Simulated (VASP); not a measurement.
**Eu: relaxation of cell and atoms with PBE**

Eu:

```
Eu
1.0
    -2.21681    2.21681    2.21681
     2.21681   -2.21681    2.21681
     2.21681    2.21681   -2.21681
Eu
1
Direct
  0.00000 0.00000 0.00000
```

| Quantity | Value |
| --- | --- |
| Program | VASP 6.6.1 |
| Task | relaxation of cell and atoms |
| Functional | PBE |
| Potentials or basis | VASP PAW PBE potentials, release 64 (Eu) |
| Cutoff | 600 eV |
| k mesh | 12 × 12 × 12 |
| Occupations | fermi-dirac, width 0.1 eV |
| Spin | collinear spin, ferromagnetic start |
| Starting moments | [7.0] μB |
| Target pressure | -0.41 GPa |
| Dipole correction | no |
| Further INCAR settings | ALGO = Normal; EDIFF = 1e-07; IBRION = 2; EDIFFG = -0.005; NSW = 32; ISIF = 3 |

```json
{
 "Relaxed volume": "42.98 Å³/atom",
 "Relaxed cell": "a = 3.822 Å, b = 3.822 Å, c = 3.822 Å, α = 109.47°, β = 109.47°, γ = 109.47°",
 "Space group after relaxing (to 0.1 Å)": "Im-3m (No. 229)",
 "Energy change on relaxing (the run minimises the enthalpy)": "-1.9 meV/atom",
 "Ionic steps": "5",
 "Pressure after relaxing": "-0.4 GPa",
 "Net moment": "7.30 μB per cell",
 "Site moments": "Eu +6.67 μB",
 "Valence electrons inside the program's atomic spheres": "Eu 14.72"
}
```

The path:
```csv
step,energy change (eV),largest force (eV/Å),pressure (GPa),volume (Å³)
1,0.0000,0.0000,-0.60,43.58
2,-0.0011,0.0000,-0.49,43.26
3,-0.0015,0.0000,-0.46,43.11
4,-0.0023,0.0000,-0.35,42.83
5,-0.0019,0.0000,-0.41,42.98
```

Final structure:
```
Eu
1.0
    -2.20673    2.20673    2.20673
     2.20673   -2.20673    2.20673
     2.20673    2.20673   -2.20673
Eu
1
Direct
  0.00000 0.00000 0.00000
```

Levels at points of the mesh, in eV from the Fermi level:
Spin up:
| k point | band 10 | band 11 | band 12 | band 13 | band 14 | band 15 |
| --- | --- | --- | --- | --- | --- | --- |
| (0.00, 0.00, 0.00) | -0.45 | -0.45 | -0.41 | 1.78 | 1.78 | 1.78 |
| (0.50, 0.00, 0.00) | -0.46 | -0.45 | -0.44 | 0.42 | 0.76 | 3.36 |
| (0.50, 0.50, 0.50) | -0.57 | -0.41 | -0.41 | -0.41 | 4.89 | 4.89 |
Spin down:
| k point | band 1 | band 2 | band 3 | band 4 | band 5 | band 6 | band 7 | band 8 | band 9 | band 10 |
| --- | --- | --- | --- | --- | --- | --- | --- | --- | --- | --- |
| (0.00, 0.00, 0.00) | -38.58 | -17.94 | -17.94 | -17.94 | -3.59 | 2.78 | 2.78 | 2.78 | 3.91 | 3.91 |
| (0.50, 0.00, 0.00) | -38.54 | -18.46 | -18.11 | -17.95 | -0.92 | 1.31 | 1.52 | 3.85 | 4.15 | 4.21 |
| (0.50, 0.50, 0.50) | -38.51 | -18.30 | -18.30 | -18.30 | -0.28 | -0.28 | 3.88 | 3.88 | 3.88 | 4.08 |

It took 25 min on 1 thread of Intel Xeon 8259CL, on a shared host, peak memory 0.26 GiB.

Caveat: the cell is relaxed towards a set pressure, so the run minimises the enthalpy, not the energy; spin-orbit coupling is left out, which moves the levels of the heavy elements; semilocal functionals describe open f shells poorly, which spoils levels, moments and volumes. The state reached can hang on the start; a lower one may exist.
